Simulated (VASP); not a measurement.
# Cd2C (fluorite type) (Fm-3m) in VASP: further runs, part 2 of 2

VASP 6.6.1. The steps go on from the part before.

## Step 4: Single point, PBE

Contents of INCAR:

```
SYSTEM = Cd2C
ALGO = Normal
EDIFF = 1E-6
ENCUT = 520
GGA = PE
ISIF = 2
ISMEAR = -5
LASPH = .TRUE.
LCHARG = .TRUE.
LELF = .TRUE.
LREAL = .FALSE.
LVHAR = .TRUE.
LWAVE = .FALSE.
NBANDS = 21
NELM = 80
PREC = Accurate
SIGMA = 0.1
```

Contents of KPOINTS:

```
k-points
0
G
  10 10 10
  0 0 0
```

Contents of POSCAR:

```
Cd2C
1.0
    0.0000000000      2.9436491030      2.9436491030
    2.9436491030      0.0000000000      2.9436491030
    2.9436491030      2.9436491030      0.0000000000
C Cd
1 2
Direct
    0.0000000000      0.0000000000      0.0000000000
    0.2500000000      0.2500000000      0.2500000000
    0.7500000000      0.7500000000      0.7500000000
```

Potentials or basis: VASP PAW PBE potentials, release 64 (C, Cd).

On the command line:

```bash
$ cat potpaw_PBE.64/C/POTCAR potpaw_PBE.64/Cd/POTCAR > POTCAR
$ mpirun -np 1 vasp_std > vasp.out
```

OUTCAR:

```text
SYSTEM = Cd2C
   EDIFF = 1E-6
   ENCUT = 520
   GGA = PE
   ISIF = 2
   ISMEAR = -5
   LASPH = .TRUE.
   LREAL = .FALSE.
   NELM = 80
   PREC = Accurate

 ion  position               nearest neighbor table
   1  0.000  0.000  0.000-   3 2.55   3 2.55   3 2.55   2 2.55   2 2.55   2 2.55   3 2.55   2 2.55

   2  0.250  0.250  0.250-   1 2.55   1 2.55   1 2.55   1 2.55   3 2.94   3 2.94   3 2.94   3 2.94
                             3 2.94   3 2.94
   3  0.750  0.750  0.750-   1 2.55   1 2.55   1 2.55   1 2.55   2 2.94   2 2.94   2 2.94   2 2.94
                             2 2.94   2 2.94

  LATTYP: Found a face centered cubic cell.
 ALAT       =     5.8872982060

  Lattice vectors:

 A1 = (   0.0000000000,   2.9436491030,   2.9436491030)
 A2 = (   2.9436491030,   0.0000000000,   2.9436491030)
 A3 = (   2.9436491030,   2.9436491030,   0.0000000000)

Analysis of symmetry for initial positions (statically):
=====================================================================
 Subroutine PRICEL returns:
 Original cell was already a primitive cell.

 Routine SETGRP: Setting up the symmetry group for a
 face centered cubic supercell.

 Subroutine GETGRP returns: Found 48 space group operations
 (whereof 48 operations were pure point group operations)
 out of a pool of 48 trial point group operations.

The static configuration has the point symmetry O_h .

Analysis of symmetry for dynamics (positions and initial velocities):
=====================================================================
 Subroutine PRICEL returns:
 Original cell was already a primitive cell.

 Routine SETGRP: Setting up the symmetry group for a
 face centered cubic supercell.

 Subroutine GETGRP returns: Found 48 space group operations
 (whereof 48 operations were pure point group operations)
 out of a pool of 48 trial point group operations.

The dynamic configuration has the point symmetry O_h .

 Subroutine INISYM returns: Found 48 space group operations
 (whereof 48 operations are pure point group operations),
 and found     1 'primitive' translations

----------------------------------------------------------------------------------------

                                     Primitive cell

  volume of cell :      51.0139

  direct lattice vectors                    reciprocal lattice vectors
     0.000000000  2.943649103  2.943649103    -0.169857202  0.169857202  0.169857202
     2.943649103  0.000000000  2.943649103     0.169857202 -0.169857202  0.169857202
     2.943649103  2.943649103  0.000000000     0.169857202  0.169857202 -0.169857202

  length of vectors
     4.162948484  4.162948484  4.162948484     0.294201304  0.294201304  0.294201304

  position of ions in fractional coordinates (direct lattice)
     0.000000000  0.000000000  0.000000000
     0.250000000  0.250000000  0.250000000
     0.750000000  0.750000000  0.750000000

  ion indices of the primitive-cell ions
   primitive index   ion index
                 1           1
                 2           2
                 3           3

----------------------------------------------------------------------------------------

 KPOINTS: k-points

Automatic generation of k-mesh.
 Grid dimensions read from file:
 generate k-points for:   10   10   10

 Generating k-lattice:

  Cartesian coordinates                     Fractional coordinates (reciprocal lattice)
    -0.016985720  0.016985720  0.016985720     0.100000000  0.000000000  0.000000000
     0.016985720 -0.016985720  0.016985720     0.000000000  0.100000000  0.000000000
     0.016985720  0.016985720 -0.016985720     0.000000000  0.000000000  0.100000000

  Length of vectors
     0.029420130  0.029420130  0.029420130

  Shift w.r.t. Gamma in fractional coordinates (k-lattice)
     0.000000000  0.000000000  0.000000000

 TETIRR: Found    148 inequivalent tetrahedra from     6000

 Subroutine IBZKPT returns following result:
 ===========================================

 Found     47 irreducible k-points:

 Following reciprocal coordinates:
            Coordinates               Weight
  0.000000  0.000000  0.000000      1.000000
  0.100000  0.000000  0.000000      8.000000
  0.200000  0.000000  0.000000      8.000000
  0.300000  0.000000  0.000000      8.000000
  0.400000  0.000000  0.000000      8.000000
  0.500000  0.000000  0.000000      4.000000
[... 16 lines left out ...]
  0.300000  0.300000  0.000000      6.000000
  0.400000  0.300000  0.000000     24.000000
 [... further k-points ...]
   k-points           NKPTS =     47   k-points in BZ     NKDIM =     47   number of bands    NBANDS=     21
   number of dos      NEDOS =    301   number of ions     NIONS =      3
   total plane-waves  NPLWV =  32768
   dimension x,y,z NGX =    32 NGY =   32 NGZ =   32
   dimension x,y,z NGXF=    64 NGYF=   64 NGZF=   64
   ions per type =               1   2
   NGX,Y,Z   is equivalent  to a cutoff of  12.78, 12.78, 12.78 a.u.
   NGXF,Y,Z  is equivalent  to a cutoff of  25.56, 25.56, 25.56 a.u.
 SYSTEM =  Cd2C
   PREC   = accura    normal or accurate (medium, high low for compatibility)
   ISTART =      0    job   : 0-new  1-cont  2-samecut
   ICHARG =      2    charge: 1-file 2-atom 10-const
   ISPIN  =      1    spin polarized calculation?
   LNONCOLLINEAR =      F non collinear calculations
   LSORBIT =      F    spin-orbit coupling
   LASPH  =      T    aspherical Exc in radial PAW
   ENCUT  =  520.0 eV  38.22 Ry    6.18 a.u.   7.74  7.74  7.74*2*pi/ulx,y,z
   NELM   =     80;   NELMIN=  2; NELMDL= -5     # of ELM steps
   EDIFF  = 0.1E-05   stopping-criterion for ELM
   LREAL  =      F    real-space projection
   EDIFFG = 0.1E-04   stopping-criterion for IOM
   NSW    =      0    number of steps for IOM
   IBRION =     -1    ionic relax: 0-MD 1-quasi-New 2-CG
   NFREE  =      0    steps in history (QN), initial steepest desc. (CG)
   ISIF   =      2    stress and relaxation
   ISYM   =      2    0-nonsym 1-usesym 2-fastsym
   POTIM  = 0.5000    time-step for ionic-motion
   TEBEG  =    0.0;   TEEND  =   0.0 temperature during run
   PSTRESS=    0.0 pullay stress
   NELECT =      28.0000    total number of electrons
   NUPDOWN=      -1.0000    fix difference up-down
   EMIN   =  10.00;   EMAX   =-10.00  energy-range for DOS
   EFERMI =   0.00;   METHOD = LEGACY
   ISMEAR =    -5;   SIGMA  =   0.10  broadening in eV -4-tet -1-fermi 0-gaus
   EFERMI_NEDOS =   21; number of points for ismear=-14 and -15
   IALGO  =     38    algorithm
   IMIX   =      4    mixing-type and parameters
     AMIX     =   0.40;   BMIX     =  1.00
     AMIX_MAG =   1.60;   BMIX_MAG =  1.00
  volume/ion in A,a.u.               =      17.00       114.75
  Fermi-wavevector in a.u.,A,eV,Ry     =   1.340391  2.532972 24.444877  1.796648
  Thomas-Fermi vector in A             =   2.468707
   LORBIT       =      0    0 simple, 1 ext, 2 COOP (PROOUT), +10 PAW based schemes
   GGA     = PE    functional components
   LHFCALC =     F    Hartree Fock is set to
   AEXX    =    0.0000 exact exchange contribution
   IVDW    =     0    specifies the selected vdW correction
   LEPSILON=     F    determine dielectric tensor
   LRPA    =     F    only Hartree local field effects (RPA)
 non-spin polarized calculation
 Fermi weights with tetrahedron method with Bloechl corrections
  energy-cutoff  :      520.00
  volume of cell :       51.01
 maximum number of plane-waves:      1390
   NGX = 15   NGY = 15   NGZ = 15

 number of electron      28.0000012 magnetization

 Free energy of the ion-electron system (eV)
  ---------------------------------------------------
  ext. energy  EPLUGINS =         0.00000000
  ---------------------------------------------------
  free energy    TOTEN  =        -7.29989651 eV

  energy without entropy =       -7.29989651  energy(sigma->0) =       -7.29989651

 E-fermi :   3.2313     XC(G=0): -11.0798

 val. band max:        3.2754892243   @ k =   0.1000   0.0000   0.0000
 cond. band min:       3.0045495870   @ k =   0.3000   0.0000   0.0000
 fundamental gap:     -0.2709396373
 Fermi energy:         3.2312565753

 k-point     1 :       0.0000    0.0000    0.0000
  band No.  band energies     occupation
      1      -8.4418      2.00000
      2      -6.4883      2.00000
      3      -6.4883      2.00000
      4      -6.3554      2.00000
      5      -6.3554      2.00000
      6      -6.3554      2.00000
[... 550 lines left out ...]
      5      -5.6754      2.00000
      6      -5.6544      2.00000
[... 13 lines left out ...]
     20      15.0880      0.00000
     21      15.4541      0.00000

 [... further k-points ...]

------------------------ aborting loop because EDIFF is reached ----------------------------------------

  FORCE on cell =-STRESS in cart. coord.  units (eV):
  Direction    XX          YY          ZZ          XY          YZ          ZX
  --------------------------------------------------------------------------------------
  -------------------------------------------------------------------------------------
  Total        0.1530485      0.1530485      0.1530485     -0.0000000      0.0000000      0.0000000
  in kB        4.8067513      4.8067513      4.8067513     -0.0000000      0.0000000      0.0000000
  external PRESSURE =       4.8067513 kB  Pullay stress =       0.0000000 kB

 VOLUME and BASIS-vectors are now :
 -----------------------------------------------------------------------------
  energy-cutoff  :      520.00
  volume of cell :       51.01
      direct lattice vectors                 reciprocal lattice vectors
     0.000000000  2.943649103  2.943649103    -0.169857202  0.169857202  0.169857202
     2.943649103  0.000000000  2.943649103     0.169857202 -0.169857202  0.169857202
     2.943649103  2.943649103  0.000000000     0.169857202  0.169857202 -0.169857202

 POSITION                                       TOTAL-FORCE (eV/Angst)
 -----------------------------------------------------------------------------------
      0.00000      0.00000      0.00000         0.000000     -0.000000      0.000000
      1.47182      1.47182      1.47182         0.000000      0.000000      0.000000
      4.41547      4.41547      4.41547        -0.000000     -0.000000     -0.000000
 -----------------------------------------------------------------------------------
    total drift:                               -0.000000     -0.000000      0.000000

  FREE ENERGIE OF THE ION-ELECTRON SYSTEM (eV)
  ---------------------------------------------------
  free  energy   TOTEN  =        -7.2998965059 eV

  energy  without entropy=       -7.2998965059  energy(sigma->0) =       -7.29989651
```

OSZICAR:

```text
N       E                     dE             d eps       ncg     rms          rms(c)
DAV:   1     0.196317455516E+03    0.19632E+03   -0.15056E+04  1974   0.134E+03
DAV:   2    -0.189218333832E+01   -0.19821E+03   -0.19097E+03  2139   0.339E+02
DAV:   3    -0.911218665218E+01   -0.72200E+01   -0.71517E+01  2257   0.667E+01
DAV:   4    -0.915654022390E+01   -0.44354E-01   -0.44342E-01  2124   0.478E+00
DAV:   5    -0.915673656905E+01   -0.19635E-03   -0.19634E-03  2289   0.302E-01    0.985E+00
DAV:   6    -0.737689297580E+01    0.17798E+01   -0.96204E+00  2648   0.219E+01    0.775E+00
DAV:   7    -0.731616560259E+01    0.60727E-01   -0.54605E-01  2052   0.573E+00    0.462E+00
DAV:   8    -0.730557432553E+01    0.10591E-01   -0.14581E-01  2019   0.209E+00    0.532E-01
DAV:   9    -0.729969885226E+01    0.58755E-02   -0.18956E-02  2446   0.697E-01    0.201E-01
DAV:  10    -0.729985794347E+01   -0.15909E-03   -0.22820E-03  2114   0.267E-01    0.452E-02
DAV:  11    -0.729993115902E+01   -0.73216E-04   -0.71540E-05  2194   0.688E-02    0.144E-02
DAV:  12    -0.729990334872E+01    0.27810E-04   -0.11933E-05  2154   0.343E-02    0.672E-03
DAV:  13    -0.729990017730E+01    0.31714E-05   -0.13318E-06  1808   0.653E-03    0.366E-03
DAV:  14    -0.729989653306E+01    0.36442E-05   -0.45698E-07  1325   0.378E-03    0.752E-04
DAV:  15    -0.729989650586E+01    0.27198E-07   -0.20876E-08  1042   0.110E-03
   1 F= -.72998965E+01 E0= -.72998965E+01  d E =0.000000E+00
```

Wall time 25 s (1 thread of AMD EPYC 9R45 (Zen 5), shared host); peak memory 0.17 GiB.

What came out:

* Free energy: -7.2999 eV
* Pressure: 0.5 GPa
* Band gap on the k mesh: zero (bands 14 and 15 overlap by 0.55 eV)

Caveat: tetrahedron occupations give inexact forces and stress in metals.

## Step 5: The runs side by side

```tsv
smearing	gap on the mesh (eV)	pressure (GPa)
fermi-dirac 0.15 eV	none	0.7
fermi-dirac 0.01 eV	none	0.7
tetrahedron	none	0.5
```

Alike in all rows: task single point; level PBE; potentials or basis VASP PAW PBE potentials, release 64 (C, Cd); no spin polarisation; cell as given; k mesh 10 × 10 × 10; cutoff (eV) 520.

Caveats: tetrahedron occupations give inexact forces and stress in metals (at least some runs).

Absolute energies hang on the potentials; compare differences alone.
